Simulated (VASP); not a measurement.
A run of VASP 6.6.1 is set up as follows.

The input INCAR:

```
PREC     = Accurate       # precision mode
ENCUT    = 520            # plane-wave cutoff, eV
EDIFF    = 1E-6           # SCF threshold, eV
ISMEAR   = 0              # smearing method
SIGMA    = 0.05           # smearing width, eV
LREAL    = F              # projectors in reciprocal space
LASPH    = T              # aspherical terms in the spheres
NELM     = 150            # most SCF steps
ALGO     = Normal         # electronic algorithm
ISIF     = 2              # what is computed and relaxed
LWAVE    = F              # write WAVECAR
LCHARG   = T              # write CHGCAR
ISPIN    = 2              # spin polarisation
MAGMOM   = 3 0            # initial moments
LORBIT   = 11             # projections on sites
LMAXMIX  = 4              # l up to which the mixer works
LDAU     = T              # DFT+U
LDAUTYPE = 1            
LDAUL    = 2 -1           # shell
LDAUU    = 4 0            # U, eV
LDAUJ    = 0.7 0        
LDAUPRINT= 1            
GGA      = PE             # functional
LELF     = T              # ELF
LVHAR    = T            
NBANDS   = 18             # bands
```

KPOINTS

```
Automatic mesh
0
Gamma
  7 7 7
```

The input POSCAR:

```
CoO
1.0
    2.5705263100      0.0000000000      0.0000000000
    0.0000000000      2.5705263100      0.0000000000
    0.0000000000      0.0000000000      2.5705263100
Co O
1 1
Direct
    0.0000000000      0.0000000000      0.0000000000
    0.5000000000      0.5000000000      0.5000000000
```

Potentials or basis: VASP PAW PBE potentials, release 64 (Co, O).

Run with:

```bash
$ cat potpaw_PBE.64/Co/POTCAR potpaw_PBE.64/O/POTCAR > POTCAR
$ mpirun -np 1 vasp_std > vasp.out
```

(1) Estimate the band gap on the k mesh.

(2) Estimate the net moment.

## Answers

(1) 1.83 eV, indirect (least direct gap 2.28 eV).

(2) 3.00 μB per cell.

Caveat: a cell with one magnetic atom can't hold antiferromagnetic order, which such compounds often take.
